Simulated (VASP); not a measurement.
LiTi12O24 (a cell with a defect): single point with PBE

System: LiTi12O24 (a cell with a defect).

```
Ti O Li
1.0
    -4.64332   -4.64332    0.00000
    -4.64332    4.64332    0.00000
     0.00000    0.00000   -8.89160
Ti O Li
12 24 1
Cartesian
  -2.3739 2.3990 -2.9144
  -2.1680 2.3361 0.0233
  -2.5071 2.2703 -5.8534
  -2.2693 -2.3989 -2.9143
  -2.4754 -2.3361 0.0234
  -2.1362 -2.2702 -5.8533
  -4.6288 -0.1540 -4.4692
  -4.5660 0.0519 -1.5314
  -4.6950 0.1860 -7.4839
  -0.0144 0.1541 -4.4692
  -0.0772 -0.0519 -1.5314
  0.0516 -0.1860 -7.4838
  -6.0684 -1.4374 -4.4755
  -6.0450 -1.4267 -1.4796
  -6.0558 -1.3976 -7.3960
  -1.3948 -1.4022 -4.4082
  -1.4361 -1.4062 -1.4873
  -1.3967 -1.4461 -7.4275
  -0.9232 0.9103 -5.9418
  -0.8949 0.9202 -2.9662
  -0.8839 0.8969 -8.8614
  -5.5187 0.9251 -5.9095
  -5.5584 0.8858 -2.9584
  -5.5624 0.9272 -8.9294
  -3.7282 3.7576 -2.9584
  -3.7243 3.7161 -0.0378
  -3.7679 3.7182 -5.9095
  -3.7484 -0.9201 -2.9662
  -3.7595 -0.8969 0.0302
  -3.7201 -0.9102 -5.9417
  -3.2485 1.4023 -4.4082
  -3.2072 1.4062 -1.4873
  -3.2466 1.4461 -7.4275
  -3.2182 -3.2059 -4.4755
  -3.2416 -3.2166 -1.4796
  -3.2309 -3.2457 -7.3960
  -4.6433 -2.3216 -6.6714
```

| Property | Result |
| --- | --- |
| Program | VASP 6.6.1 |
| Task | single point |
| Functional | PBE |
| Potentials or basis | VASP PAW PBE potentials, release 64 (Ti_sv, O, Li_sv) |
| Cutoff | 520 eV |
| k mesh | 2 × 2 × 2, shifted |
| Occupations | gaussian, width 0.02 eV |
| Spin | no spin polarisation |
| Dipole correction | no |
| Charge | 1 |
| Further INCAR settings | LREAL = Auto; ALGO = Normal; EDIFF = 1e-06; NBANDS = 170; NELECT = 290.0 |

| Property | Result |
| --- | --- |
| Largest force | 0.070 eV/Å |

Forces in eV/Å, atoms in the order of the input:
```
Ti   0.011 -0.019 -0.022
Ti  -0.037 -0.006 -0.002
Ti   0.047  0.006 -0.035
Ti  -0.011  0.019 -0.022
Ti   0.038  0.006 -0.003
Ti  -0.045 -0.005 -0.034
Ti  -0.008  0.036  0.001
Ti  -0.019 -0.010  0.021
Ti   0.006 -0.045  0.036
Ti   0.006 -0.037  0.002
Ti   0.019  0.011  0.020
Ti  -0.006  0.045  0.036
O    0.001 -0.001 -0.006
O    0.044  0.047 -0.006
O    0.002  0.036  0.019
O    0.039  0.042  0.039
O   -0.001  0.001  0.021
O    0.002  0.004 -0.023
O   -0.036  0.002 -0.019
O   -0.048  0.044  0.006
O    0.001  0.001  0.006
O   -0.004  0.002  0.022
O   -0.001 -0.001 -0.021
O   -0.043  0.039 -0.038
O    0.001  0.001 -0.020
O    0.043 -0.039 -0.039
O    0.004 -0.002  0.022
O    0.048 -0.044  0.006
O   -0.001 -0.001  0.006
O    0.035 -0.002 -0.019
O   -0.039 -0.043  0.039
O    0.001 -0.001  0.021
O   -0.002 -0.004 -0.022
O   -0.001  0.001 -0.006
O   -0.044 -0.048 -0.006
O   -0.002 -0.036  0.020
Li   0.000  0.000 -0.002
```

Levels at points of the mesh, in eV from the Fermi level:
| k point | band 143 | band 144 | band 145 | band 146 | band 147 | band 148 |
| --- | --- | --- | --- | --- | --- | --- |
| (0.25, 0.25, 0.25) | -0.73 | -0.44 | -0.16 | 2.39 | 2.42 | 2.44 |

Run time: 5.6 min on 1 thread of Intel(R) Xeon(R) 6975P-C (Granite Rapids), on a shared host, peak memory 0.5 GiB.

Caveat: the cell carries a net charge on a neutralising background, which shifts energy and pressure; the cell is charged against a uniform background, so pressure and absolute levels hang on convention.
